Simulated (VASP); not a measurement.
Wanted: the native input for a VASP 6.6.1 run.

| Quantity | Value |
| --- | --- |
| Task | single point |
| Functional | r2SCANh |
| Potentials or basis | VASP PAW PBE potentials, release 64 (In_d) |
| Cutoff | 520 eV |
| k mesh | 5 × 5 × 3 |
| Occupations | fermi-dirac, width 0.05 eV |
| Spin | no spin polarisation |
| Dipole correction | no |
| Grid for exact exchange (PRECFOCK) | Normal |
| Further INCAR settings | ALGO = Normal; EDIFF = 1e-06; NBANDS = 20 |

The system is In.

```
CELL_PARAMETERS angstrom
3.33548 0.00000 0.00000
-1.66774 2.88861 0.00000
0.00000 0.00000 5.50914
ATOMIC_POSITIONS crystal
In 0.66667 0.33333 0.75000
In 0.33333 0.66667 0.25000
```

The input as run:

POSCAR

```
In
1.0
    3.3354847820      0.0000000000      0.0000000000
   -1.6677423910      2.8886145552      0.0000000000
    0.0000000000      0.0000000000      5.5091429200
In
2
Direct
    0.6666666667      0.3333333333      0.7500000000
    0.3333333333      0.6666666667      0.2500000000
```

INCAR.step1

```
ALGO = Normal
EDIFF = 1E-5
ENCUT = 520
GGA = PE
ISIF = 2
ISMEAR = -1
LASPH = T
LCHARG = F
LREAL = F
LWAVE = T
NBANDS = 20
NELM = 80
PREC = Accurate
SIGMA = 0.05
```

INCAR.step2

```
AEXX = 0.1
ALGO = Normal
EDIFF = 1E-6
ENCUT = 520
ISIF = 2
ISMEAR = -1
ISTART = 1
LASPH = T
LCHARG = F
LHFCALC = T
LMIXTAU = T
LREAL = F
LWAVE = F
METAGGA = R2SCAN
NBANDS = 20
NELM = 80
PREC = Accurate
PRECFOCK = Normal
SIGMA = 0.05
```

KPOINTS

```
k-points
0
Gamma
  5 5 3
```

Potentials or basis: VASP PAW PBE potentials, release 64 (In_d).

Command:

```sh
$ cat potpaw_PBE.64/In_d/POTCAR > POTCAR
$ cp INCAR.step1 INCAR
$ mpirun -np 1 vasp_std > vasp.out
$ cp INCAR.step2 INCAR
$ mpirun -np 1 vasp_std > vasp.out
```

Results of the run:

| Item | Value |
| --- | --- |
| Pressure | -0.8 GPa |
| Band gap on the k mesh | zero (band 13 reaches 8.69 eV, above the bottom of band 14 at 6.03 eV) |

Caveat: the k points lie up to 0.44 Å⁻¹ apart; the PAW data sets were made with another functional, which shifts forces and pressure a little; spin-orbit coupling is left out, which moves the levels of the heavy elements.

It took 26 min on 1 thread of Oxide Virtual Turin-like Processor, on a shared host, peak memory 0.16 GiB.
